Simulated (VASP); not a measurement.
# Si32C (a cell with a defect) in VASP: single point with r2SCAN

Aim: the single point of Si32C (a cell with a defect) with r2SCAN.

Program: VASP 6.6.1. These are calculated values, not measurements. Logs are shortened: lines on timing, memory, paths and dates and some standing lists are left out, and cuts for length are marked.

### Step 1. The cell of the first run

The cell holds a defect, 33 atoms: a = 9.429 Å, b = 9.429 Å, c = 9.429 Å, α = 109.47°, β = 109.47°, γ = 109.47°.

### Step 2. Single point, r2SCAN (with an interstitial atom, then relaxed in part)

The input, POSCAR:

```
Si32C
1.0
    5.4437023800     -5.4437023800      5.4437023800
    5.4437023800      5.4437023800     -5.4437023800
   -5.4437023800      5.4437023800      5.4437023800
Si C
32 1
Direct
   -0.0002326038      0.4729691900      0.7428856181
    0.2533143778      0.2513600988      0.7608378262
    0.4915791945      0.0044259253      0.7555230814
    0.7461326715      0.5062670433     -0.0013508686
    0.7746334963      0.7901662456      0.7910352400
   -0.0002436586      0.2639193225      0.0087082548
    0.2249684012      0.0153016821      0.0162401336
    0.5079401468      0.5126103490      0.2636658237
    0.4916394897      0.7546113841      0.0053459083
    0.7384509083      0.2441029086      0.2450401886
   -0.0002342909      0.0077229417      0.2648526946
    0.2610866337      0.5054278525      0.5063657973
    0.2533523323      0.7599098479      0.2523325922
    0.5079135957      0.2627549378      0.5135025108
    0.7461684267     -0.0021855523      0.5072391733
   -0.0003542456      0.7418122230      0.4738298555
    0.7424223152      0.2394626139      0.4946987697
   -0.0002629590      0.0033323405      0.5129566124
    0.2570885734      0.7511156060      0.4977335371
    0.4997127333      0.2544043998      0.7553097754
    0.5278565201      0.5233536917      0.5242578714
    0.7448165734      0.0149104292      0.7616650986
   -0.0004164046      0.6944150889      0.6953678391
    0.2546980858      0.2698245213      0.0166318087
    0.2571235703      0.4967855686      0.7520511958
    0.4717489127     -0.0046712443     -0.0037343319
    0.7448692227      0.7607236712      0.0157806305
   -0.0002176295      0.2552181815      0.2561853769
   -0.0002356573      0.5120261852      0.0043348889
    0.2546862201      0.0156527965      0.2707325875
    0.4997654334      0.7544432441      0.2553451458
    0.7423437842      0.4936912970      0.2402471794
   -0.0001930240     -0.1457558464     -0.1450836543
```

The input, INCAR.step1:

```
SYSTEM = Si32C
PREC     = Accurate       ! precision mode
ENCUT    = 580            ! plane-wave cutoff, eV
ISMEAR   = 0              ! smearing method
SIGMA    = 0.01           ! smearing width, eV
LREAL    = Auto         
LASPH    = .TRUE.         ! aspherical terms in the spheres
NELM     = 120            ! most SCF steps
NBANDS   = 88             ! bands
GGA      = PE             ! functional
ALGO     = Normal         ! electronic algorithm
EDIFF    = 1E-5           ! SCF threshold, eV
LWAVE    = .TRUE.         ! write WAVECAR
LCHARG   = .FALSE.        ! write CHGCAR
GGA_COMPAT= .FALSE.
```

The input, INCAR.step2:

```
SYSTEM = Si32C
PREC     = Accurate       ! precision mode
ENCUT    = 580            ! plane-wave cutoff, eV
EDIFF    = 1E-6           ! SCF threshold, eV
ISMEAR   = 0              ! smearing method
SIGMA    = 0.01           ! smearing width, eV
LREAL    = Auto         
LASPH    = .TRUE.         ! aspherical terms in the spheres
NELM     = 120            ! most SCF steps
ALGO     = Normal         ! electronic algorithm
ISIF     = 2              ! what is computed and relaxed
LWAVE    = .FALSE.        ! write WAVECAR
LCHARG   = .FALSE.        ! write CHGCAR
METAGGA  = R2SCAN         ! meta-GGA
LMIXTAU  = .TRUE.       
NBANDS   = 88             ! bands
ISTART   = 1            
GGA_COMPAT= .FALSE.
```

The input, KPOINTS:

```
Automatic mesh
0
Gamma
  2 2 2
  0.5 0.5 0.5
```

Potentials or basis: VASP PAW PBE potentials, release 64 (Si, C).

The run is started by

```
$ cat potpaw_PBE.64/Si/POTCAR potpaw_PBE.64/C/POTCAR > POTCAR
$ cp INCAR.step1 INCAR
$ mpirun -np 1 vasp_std > vasp.out
$ cp INCAR.step2 INCAR
$ mpirun -np 1 vasp_std > vasp.out
```

OUTCAR:

```text
SYSTEM = Si32C
   PREC = Accurate
   ENCUT = 580
   EDIFF = 1E-6
   ISMEAR = 0
   LREAL = Auto
   LASPH = .TRUE.
   NELM = 120
   ISIF = 2
   METAGGA = R2SCAN
   ISTART = 1

 ion  position               nearest neighbor table
   1  1.000  0.473  0.743-  23 2.28  17 2.33  25 2.33  29 2.37
   2  0.253  0.251  0.761-  25 2.33  20 2.33  24 2.35  18 2.36
   3  0.492  0.004  0.756-  20 2.33  22 2.34  19 2.35  26 2.37
   4  0.746  0.506  0.999-  32 2.33  20 2.33  27 2.35  29 2.36
   5  0.775  0.790  0.791-  33 1.81  22 2.32  27 2.32  21 2.46  23 2.85
   6  1.000  0.264  0.009-  29 2.35  22 2.36  24 2.36  28 2.36
   7  0.225  0.015  0.016-  33 1.81  30 2.32  24 2.32  26 2.46  23 2.85
   8  0.508  0.513  0.264-  31 2.33  24 2.34  32 2.35  21 2.37
   9  0.492  0.755  0.005-  31 2.33  27 2.34  25 2.35  26 2.37
  10  0.738  0.244  0.245-  17 2.36  32 2.36  28 2.40  26 2.41
  11  1.000  0.008  0.265-  18 2.35  30 2.36  27 2.36  28 2.36
  12  0.261  0.505  0.506-  25 2.36  19 2.36  28 2.40  21 2.41
  13  0.253  0.760  0.252-  19 2.33  31 2.33  30 2.35  29 2.36
  14  0.508  0.263  0.514-  20 2.33  30 2.34  17 2.35  21 2.37
  15  0.746  0.998  0.507-  17 2.33  31 2.33  22 2.35  18 2.36
  16  1.000  0.742  0.474-  23 2.28  32 2.33  19 2.33  18 2.37
  17  0.742  0.239  0.495-   1 2.33  15 2.33  14 2.35  10 2.36
  18  1.000  0.003  0.513-  11 2.35  15 2.36   2 2.36  16 2.37
  19  0.257  0.751  0.498-  16 2.33  13 2.33   3 2.35  12 2.36
  20  0.500  0.254  0.755-   4 2.33   2 2.33  14 2.33   3 2.33
  21  0.528  0.523  0.524-  14 2.37   8 2.37  12 2.41   5 2.46
  22  0.745  0.015  0.762-   5 2.32   3 2.34  15 2.35   6 2.36
  23  1.000  0.694  0.695-  33 1.74   1 2.28  16 2.28   5 2.85   7 2.85
  24  0.255  0.270  0.017-   7 2.32   8 2.34   2 2.35   6 2.36
  25  0.257  0.497  0.752-   1 2.33   2 2.33   9 2.35  12 2.36
  26  0.472  0.995  0.996-   9 2.37   3 2.37  10 2.41   7 2.46
  27  0.745  0.761  0.016-   5 2.32   9 2.34   4 2.35  11 2.36
  28  1.000  0.255  0.256-   6 2.36  11 2.36  12 2.40  10 2.40
  29  1.000  0.512  0.004-   6 2.35   4 2.36  13 2.36   1 2.37
  30  0.255  0.016  0.271-   7 2.32  14 2.34  13 2.35  11 2.36
  31  0.500  0.754  0.255-  15 2.33  13 2.33   8 2.33   9 2.33
  32  0.742  0.494  0.240-  16 2.33   4 2.33   8 2.35  10 2.36
  33  1.000  0.854  0.855-  23 1.74   7 1.81   5 1.81

  LATTYP: Found a body centered cubic cell.
 ALAT       =    10.8874047600

  Lattice vectors:

 A1 = (   5.4437023800,  -5.4437023800,   5.4437023800)
 A2 = (   5.4437023800,   5.4437023800,  -5.4437023800)
 A3 = (  -5.4437023800,   5.4437023800,   5.4437023800)

Analysis of symmetry for initial positions (statically):
=====================================================================
 Subroutine PRICEL returns:
 Original cell was already a primitive cell.

 Routine SETGRP: Setting up the symmetry group for a
 body centered cubic supercell.

 Subroutine GETGRP returns: Found  1 space group operations
 (whereof  1 operations were pure point group operations)
 out of a pool of 48 trial point group operations.

The static configuration has the point symmetry C_1 .

Analysis of symmetry for dynamics (positions and initial velocities):
=====================================================================
 Subroutine PRICEL returns:
 Original cell was already a primitive cell.

 Routine SETGRP: Setting up the symmetry group for a
 body centered cubic supercell.

 Subroutine GETGRP returns: Found  1 space group operations
 (whereof  1 operations were pure point group operations)
 out of a pool of 48 trial point group operations.

The dynamic configuration has the point symmetry C_1 .

 Subroutine INISYM returns: Found  1 space group operations
 (whereof  1 operations are pure point group operations),
 and found     1 'primitive' translations

----------------------------------------------------------------------------------------

                                     Primitive cell

  volume of cell :     645.2724

  direct lattice vectors                    reciprocal lattice vectors
     5.443702380 -5.443702380  5.443702380     0.091849254  0.000000000  0.091849254
     5.443702380  5.443702380 -5.443702380     0.091849254  0.091849254  0.000000000
[... 74 lines left out ...]
                33          33

----------------------------------------------------------------------------------------

 KPOINTS: Automatic mesh

Automatic generation of k-mesh.
 Grid dimensions read from file:
 generate k-points for:    2    2    2

 Generating k-lattice:

  Cartesian coordinates                     Fractional coordinates (reciprocal lattice)
     0.045924627  0.000000000  0.045924627     0.500000000  0.000000000  0.000000000
     0.045924627  0.045924627  0.000000000     0.000000000  0.500000000  0.000000000
     0.000000000  0.045924627  0.045924627     0.000000000  0.000000000  0.500000000

  Length of vectors
     0.064947230  0.064947230  0.064947230

  Shift w.r.t. Gamma in fractional coordinates (k-lattice)
     0.500000000  0.500000000  0.500000000

 Subroutine IBZKPT returns following result:
 ===========================================

 Found      4 irreducible k-points:

 Following reciprocal coordinates:
            Coordinates               Weight
  0.250000  0.250000  0.250000      2.000000
 -0.250000  0.250000  0.250000      2.000000
  0.250000 -0.250000  0.250000      2.000000
  0.250000  0.250000 -0.250000      2.000000
   k-points           NKPTS =      4   k-points in BZ     NKDIM =      4   number of bands    NBANDS=     88
   number of dos      NEDOS =    301   number of ions     NIONS =     33
   total plane-waves  NPLWV = 512000
   dimension x,y,z NGX =    80 NGY =   80 NGZ =   80
   dimension x,y,z NGXF=   160 NGYF=  160 NGZF=  160
   ions per type =              32   1
   NGX,Y,Z   is equivalent  to a cutoff of  14.11, 14.11, 14.11 a.u.
   NGXF,Y,Z  is equivalent  to a cutoff of  28.21, 28.21, 28.21 a.u.
 SYSTEM =  Si32C
   PREC   = accura    normal or accurate (medium, high low for compatibility)
   ISTART =      1    job   : 0-new  1-cont  2-samecut
   ICHARG =      0    charge: 1-file 2-atom 10-const
   ISPIN  =      1    spin polarized calculation?
   LNONCOLLINEAR =      F non collinear calculations
   LSORBIT =      F    spin-orbit coupling
   LASPH  =      T    aspherical Exc in radial PAW
   ENCUT  =  580.0 eV  42.63 Ry    6.53 a.u.  18.52 18.52 18.52*2*pi/ulx,y,z
   NELM   =    120;   NELMIN=  2; NELMDL=  0     # of ELM steps
   EDIFF  = 0.1E-05   stopping-criterion for ELM
   LREAL  =      T    real-space projection
   EDIFFG = 0.1E-04   stopping-criterion for IOM
   NSW    =      0    number of steps for IOM
   IBRION =     -1    ionic relax: 0-MD 1-quasi-New 2-CG
   NFREE  =      0    steps in history (QN), initial steepest desc. (CG)
   ISIF   =      2    stress and relaxation
   ISYM   =      2    0-nonsym 1-usesym 2-fastsym
   POTIM  = 0.5000    time-step for ionic-motion
   TEBEG  =    0.0;   TEEND  =   0.0 temperature during run
   PSTRESS=    0.0 pullay stress
   NELECT =     132.0000    total number of electrons
   NUPDOWN=      -1.0000    fix difference up-down
   EMIN   =  10.00;   EMAX   =-10.00  energy-range for DOS
   EFERMI =   0.00;   METHOD = LEGACY
   ISMEAR =     0;   SIGMA  =   0.01  broadening in eV -4-tet -1-fermi 0-gaus
   EFERMI_NEDOS =   21; number of points for ismear=-14 and -15
   IALGO  =     38    algorithm
   IMIX   =      4    mixing-type and parameters
     AMIX     =   0.40;   BMIX     =  1.00
     AMIX_MAG =   1.60;   BMIX_MAG =  1.00
  volume/ion in A,a.u.               =      19.55       131.95
  Fermi-wavevector in a.u.,A,eV,Ry     =   0.964610  1.822849 12.659847  0.930472
  Thomas-Fermi vector in A             =   2.094256
   LORBIT       =      0    0 simple, 1 ext, 2 COOP (PROOUT), +10 PAW based schemes
   METAGGA = R2SCAN    functional components
   LHFCALC =     F    Hartree Fock is set to
   AEXX    =    0.0000 exact exchange contribution
   IVDW    =     0    specifies the selected vdW correction
   LEPSILON=     F    determine dielectric tensor
   LRPA    =     F    only Hartree local field effects (RPA)
 non-spin polarized calculation
 Gauss-broadening in eV      SIGMA  =   0.01
  energy-cutoff  :      580.00
  volume of cell :      645.27
 maximum number of plane-waves:     20544
 NGX is ok and might be reduce to    80
   NGX = 37   NGY = 37   NGZ = 37

 number of electron     132.0000000 magnetization

 Free energy of the ion-electron system (eV)
  ---------------------------------------------------
  ext. energy  EPLUGINS =         0.00000000
  ---------------------------------------------------
  free energy    TOTEN  =      -287.08688932 eV

  energy without entropy =     -287.08688932  energy(sigma->0) =     -287.08688932

 E-fermi :   6.2330     XC(G=0):  -9.9024

 val. band max:        6.1573454075   @ k =  -0.2500   0.2500   0.2500
 cond. band min:       6.4398850014   @ k =  -0.2500   0.2500   0.2500
 fundamental gap:      0.2825395939
 Fermi energy:         6.2330049095

 k-point     1 :       0.2500    0.2500    0.2500
  band No.  band energies     occupation
      1      -7.7949      2.00000
      2      -5.9901      2.00000
      3      -5.9806      2.00000
      4      -5.9410      2.00000
      5      -5.2405      2.00000
      6      -4.1786      2.00000
[... 313 lines left out ...]
     77       8.3263      0.00000
     78       8.3882      0.00000
 [bands above 78 left out]

------------------------ aborting loop because EDIFF is reached ----------------------------------------

  FORCE on cell =-STRESS in cart. coord.  units (eV):
  Direction    XX          YY          ZZ          XY          YZ          ZX
  --------------------------------------------------------------------------------------
  -------------------------------------------------------------------------------------
  Total       -0.9437449     14.3288791     -0.9248101      0.0150671      0.0153336     -4.2963410
  in kB       -2.3432688     35.5778492     -2.2962546      0.0374108      0.0380724    -10.6675875
  external PRESSURE =      10.3127752 kB  Pullay stress =       0.0000000 kB

 VOLUME and BASIS-vectors are now :
 -----------------------------------------------------------------------------
  energy-cutoff  :      580.00
  volume of cell :      645.27
      direct lattice vectors                 reciprocal lattice vectors
     5.443702380 -5.443702380  5.443702380     0.091849254  0.000000000  0.091849254
     5.443702380  5.443702380 -5.443702380     0.091849254  0.091849254  0.000000000
    -5.443702380  5.443702380  5.443702380     0.000000000  0.091849254  0.091849254

 POSITION                                       TOTAL-FORCE (eV/Angst)
 -----------------------------------------------------------------------------------
      3.97309      1.17632      6.91178         0.009372     -0.002194     -0.009066
     -1.39448      4.13114      4.15241         0.004077     -0.002593      0.000337
     -1.41274      1.46093      6.76476         0.004819     -0.000142     -0.001509
      1.38134      4.13059      6.74211        -0.003893     -0.001115      0.001063
      4.21214      4.39072      4.22160        -0.002282      0.008934     -0.002382
      6.83167     -3.95827      4.05308         0.004074     -0.000724     -0.001943
[... 25 lines left out ...]
      5.42077     -0.04576      2.66142         0.007211      0.004444      0.000119
      5.43899      3.86151      5.44631        -0.002529     -0.003464      0.000263
 -----------------------------------------------------------------------------------
    total drift:                                0.001221     -0.002281     -0.001725

  FREE ENERGIE OF THE ION-ELECTRON SYSTEM (eV)
  ---------------------------------------------------
  free  energy   TOTEN  =      -287.0868893217 eV

  energy  without entropy=     -287.0868893217  energy(sigma->0) =     -287.08688932
```

It took 16 min on 1 thread of AMD EPYC 9R45 (Zen 5), shared host; peak memory 1.1 GiB.

What came out:

- Free energy: -287.0869 eV
- Pressure: 1.0 GPa
- Largest force: 0.013 eV/Å
- Band gap on the k mesh: 0.28 eV

Forces on the atoms (eV/Å):
```
Si   0.009 -0.002 -0.009
Si   0.004 -0.003  0.000
Si   0.005  0.000 -0.002
Si  -0.004 -0.001  0.001
Si  -0.002  0.009 -0.002
Si   0.004 -0.001 -0.002
Si   0.003  0.008  0.001
Si   0.000  0.000 -0.005
Si  -0.003 -0.001  0.004
Si   0.001  0.005  0.001
Si  -0.001  0.002  0.002
Si   0.001  0.004  0.001
Si  -0.001 -0.001  0.006
Si  -0.004 -0.002  0.001
Si   0.000 -0.002 -0.005
Si  -0.007  0.000  0.010
Si  -0.002  0.001  0.007
Si   0.001  0.000 -0.001
Si   0.000  0.002 -0.007
Si  -0.002  0.003  0.001
Si  -0.007 -0.005 -0.007
Si  -0.001 -0.001  0.002
Si   0.002 -0.004  0.003
Si  -0.003 -0.002  0.001
Si  -0.005  0.001  0.001
Si   0.005 -0.008  0.004
Si   0.002  0.000 -0.003
Si  -0.002 -0.006  0.000
Si   0.001 -0.002 -0.001
Si   0.002  0.001 -0.002
Si  -0.001  0.003  0.001
Si   0.007  0.004  0.000
C   -0.003 -0.003  0.000
```

Levels at points of the mesh, in eV from the valence-band top:
| k point | band 64 | band 65 | band 66 | band 67 | band 68 | band 69 |
| --- | --- | --- | --- | --- | --- | --- |
| (0.25, 0.25, 0.25) | -1.19 | -1.10 | -0.34 | 0.33 | 1.02 | 1.19 |

Caveat: the cell differs from its parent crystal (with an interstitial atom, then relaxed in part); the PAW data sets were made with another functional, which shifts forces and pressure a little.
